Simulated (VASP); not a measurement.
# InAs (Fm-3m) in VASP: settings compared, part 2 of 2

VASP 6.6.1. The steps go on from the part before.

## (4) Single point, HSE06

This run uses another cell than the first one, of 25.25 Å³/atom.

The input, POSCAR:

```
InAs
1.0
    0.0000000000      2.9337360524      2.9337360524
    2.9337360524      0.0000000000      2.9337360524
    2.9337360524      2.9337360524      0.0000000000
In As
1 1
Direct
    0.5000000000      0.5000000000      0.5000000000
    0.0000000000      0.0000000000      0.0000000000
```

The input, INCAR.step1:

```
SYSTEM = InAs
PREC = Accurate
ENCUT = 520
EDIFF = 1E-5
ISMEAR = -1
SIGMA = 0.05
LREAL = .FALSE.
LASPH = .TRUE.
NELM = 60
ALGO = Normal
ISIF = 2
LWAVE = .TRUE.
GGA = PE
NBANDS = 16
```

The input, INCAR.step2:

```
SYSTEM = InAs
PREC = Accurate
ENCUT = 520
EDIFF = 1E-7
ISMEAR = -1
SIGMA = 0.05
LREAL = .FALSE.
LASPH = .TRUE.
NELM = 60
ALGO = Normal
ISIF = 2
LWAVE = .FALSE.
LCHARG = .TRUE.
GGA = PE
LHFCALC = .TRUE.
HFSCREEN = 0.2079
PRECFOCK = Normal
LELF = .TRUE.
LVHAR = .TRUE.
ISTART = 1
NBANDS = 16
```

The input, KPOINTS:

```
regular mesh
0
G
  6 6 6
  0 0 0
```

Potentials or basis: VASP PAW PBE potentials, release 64 (In_d, As).

Command:

```sh
> cat potpaw_PBE.64/In_d/POTCAR potpaw_PBE.64/As/POTCAR > POTCAR
> cp INCAR.step1 INCAR
> mpirun -np 1 vasp_std > vasp.out
> cp INCAR.step2 INCAR
> mpirun -np 1 vasp_std > vasp.out
```

OUTCAR:

```text
SYSTEM = InAs
   PREC = Accurate
   ENCUT = 520
   EDIFF = 1E-7
   ISMEAR = -1
   LREAL = .FALSE.
   LASPH = .TRUE.
   NELM = 60
   ISIF = 2
   GGA = PE
   LHFCALC = .TRUE.
   HFSCREEN = 0.2079
   PRECFOCK = Normal
   ISTART = 1

 ion  position               nearest neighbor table
   1  0.500  0.500  0.500-   2 2.93   2 2.93   2 2.93   2 2.93   2 2.93   2 2.93
   2  0.000  0.000  0.000-   1 2.93   1 2.93   1 2.93   1 2.93   1 2.93   1 2.93

  LATTYP: Found a face centered cubic cell.
[... 491 lines left out ...]
------------------------ aborting loop because EDIFF is reached ----------------------------------------

  FORCE on cell =-STRESS in cart. coord.  units (eV):
  Direction    XX          YY          ZZ          XY          YZ          ZX
  --------------------------------------------------------------------------------------
  -------------------------------------------------------------------------------------
  Total       -1.7476627     -1.7476627     -1.7476627      0.0000000      0.0000000      0.0000000
  in kB      -55.4466232    -55.4466232    -55.4466232      0.0000000      0.0000000      0.0000000
  external PRESSURE =     -55.4466232 kB  Pullay stress =       0.0000000 kB

 VOLUME and BASIS-vectors are now :
 -----------------------------------------------------------------------------
  energy-cutoff  :      520.00
  volume of cell :       50.50
      direct lattice vectors                 reciprocal lattice vectors
     0.000000000  2.933736052  2.933736052    -0.170431147  0.170431147  0.170431147
     2.933736052  0.000000000  2.933736052     0.170431147 -0.170431147  0.170431147
     2.933736052  2.933736052  0.000000000     0.170431147  0.170431147 -0.170431147

 POSITION                                       TOTAL-FORCE (eV/Angst)
 -----------------------------------------------------------------------------------
      2.93374      2.93374      2.93374         0.000000      0.000000      0.000000
      0.00000      0.00000      0.00000        -0.000000     -0.000000     -0.000000
 -----------------------------------------------------------------------------------
    total drift:                                0.000000      0.000000      0.000000

  FREE ENERGIE OF THE ION-ELECTRON SYSTEM (eV)
  ---------------------------------------------------
  free  energy   TOTEN  =        -8.6023194864 eV

  energy  without entropy=       -8.5887806406  energy(sigma->0) =       -8.59555006
```

OUTCAR.step1:

```text
SYSTEM = InAs
   PREC = Accurate
   ENCUT = 520
   EDIFF = 1E-5
   ISMEAR = -1
   LREAL = .FALSE.
[... 514 lines left out ...]
      2.93374      2.93374      2.93374         0.000000      0.000000     -0.000000
      0.00000      0.00000      0.00000         0.000000     -0.000000      0.000000
 -----------------------------------------------------------------------------------
    total drift:                               -0.000000     -0.000000      0.000000

  FREE ENERGIE OF THE ION-ELECTRON SYSTEM (eV)
  ---------------------------------------------------
  free  energy   TOTEN  =        -7.3225736743 eV

  energy  without entropy=       -7.3086021201  energy(sigma->0) =       -7.31558790
```

OSZICAR.step1:

```text
N       E                     dE             d eps       ncg     rms          rms(c)
DAV:   1     0.102238966545E+03    0.10224E+03   -0.86818E+03   512   0.128E+03
DAV:   2    -0.113643653256E+01   -0.10338E+03   -0.99299E+02   544   0.287E+02
DAV:   3    -0.734545748922E+01   -0.62090E+01   -0.61547E+01   672   0.673E+01
DAV:   4    -0.747520945132E+01   -0.12975E+00   -0.12971E+00   608   0.106E+01
DAV:   5    -0.748039741559E+01   -0.51880E-02   -0.51879E-02   760   0.191E+00    0.325E+00
DAV:   6    -0.733093635890E+01    0.14946E+00   -0.25234E-01   736   0.789E+00    0.172E+00
DAV:   7    -0.732195095017E+01    0.89854E-02   -0.58332E-02   768   0.228E+00    0.532E-01
DAV:   8    -0.732242029053E+01   -0.46934E-03   -0.53440E-03   664   0.927E-01    0.113E-01
DAV:   9    -0.732257550510E+01   -0.15521E-03   -0.49257E-04   704   0.273E-01    0.659E-02
DAV:  10    -0.732257367433E+01    0.18308E-05   -0.24783E-05   616   0.415E-02
   1 F= -.73225737E+01 E0= -.73155879E+01  d E =-.139716E-01
```

Wall time 52 min (1 thread of Intel Xeon Platinum 8488C (Sapphire Rapids), shared host); peak memory 0.3 GiB.

Results:

| Property | Result |
| --- | --- |
| Free energy | -8.6023 eV |
| Pressure | -5.5 GPa |
| Band gap on the k mesh | zero (bands 9 and 10 overlap by 2.69 eV) |

Caveat: the cell stands under tension; the PAW data sets were made with another functional, which shifts forces and pressure a little; spin-orbit coupling is left out, which moves the levels of the heavy elements.

## (5) The runs side by side

| level | cell | k mesh | grid for exact exchange (PRECFOCK) | share of exact exchange | screening parameter | gap on the mesh (eV) | pressure (GPa) |
| --- | --- | --- | --- | --- | --- | --- | --- |
| r2SCAN | a = 4.069 Å, angles 60.0°, 2 atoms | 11 × 11 × 11 | - | - | - | none | -2.4 |
| r2SCAN | a = 4.069 Å, angles 60.0°, 2 atoms | 13 × 13 × 13 | - | - | - | none | -2.3 |
| HSE06 | a = 4.149 Å, angles 60.0°, 2 atoms | 6 × 6 × 6 | Normal | 0.25 | 0.2079 1/Å | none | -5.5 |

Alike in all rows: task single point; potentials or basis VASP PAW PBE potentials, release 64 (In_d, As); no spin polarisation; cutoff (eV) 520; smearing fermi-dirac 0.05 eV.

Caveats: the PAW data sets were made with another functional, which shifts forces and pressure a little; spin-orbit coupling is left out, which moves the levels of the heavy elements; the cell stands under tension (at least some runs).

Total energies depend on the potentials used, so only differences within one code and one set of settings carry meaning.
